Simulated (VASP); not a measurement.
Write the native input for VASP 6.6.1 that does the following.

```yaml
Task: single point
Functional: PBEsol
Potentials_or_basis: VASP PAW PBE potentials, release 64 (Na_pv, F)
Cutoff: 520 eV
k_mesh: 8 × 8 × 8
Occupations: gaussian, width 0.05 eV
Spin: no spin polarisation
Dipole_correction: no
Further_INCAR_settings: ALGO = Normal; EDIFF = 1e-06; NBANDS = 14
```

The structure of NaF lies in POSCAR:

```
NaF
1.0
    0.0000000000      2.3233000000      2.3349165000
    2.3233000000      0.0000000000      2.3349165000
    2.3233000000      2.3233000000      0.0000000000
Na F
1 1
Direct
    0.0000000000      0.0000000000      0.0000000000
    0.5000000000      0.5000000000      0.5000000000
```

This cell differs from its parent crystal: strain +0.0050 x Voigt [0, 0, 1, 0, 0, 0].

The input as run:

INCAR

```
ALGO = Normal
EDIFF = 1E-6
ENCUT = 520
GGA = PS
ISIF = 2
ISMEAR = 0
LASPH = T
LCHARG = F
LREAL = F
LWAVE = F
NBANDS = 14
NELM = 100
PREC = Accurate
SIGMA = 0.05
```

KPOINTS

```
k-points
0
Gamma
  8 8 8
```

Potentials or basis: VASP PAW PBE potentials, release 64 (Na_pv, F).

Launch:

```sh
$ cat potpaw_PBE.64/Na_pv/POTCAR potpaw_PBE.64/F/POTCAR > POTCAR
$ mpirun -np 1 vasp_std > vasp.out
```

Results of the run:

| Quantity | Value |
| --- | --- |
| Pressure | -0.9 GPa |
| Band gap on the k mesh | 6.09 eV |

Caveat: the cell differs from its parent crystal (strain +0.0050 x Voigt [0, 0, 1, 0, 0, 0]); the PAW data sets were made with another functional, which shifts forces and pressure a little.

It took 8.7 s on 1 thread of Intel(R) Xeon(R) Platinum 8124M CPU @ 3.00GHz (Skylake/Cascade Lake), on a shared host, peak memory 0.14 GiB.
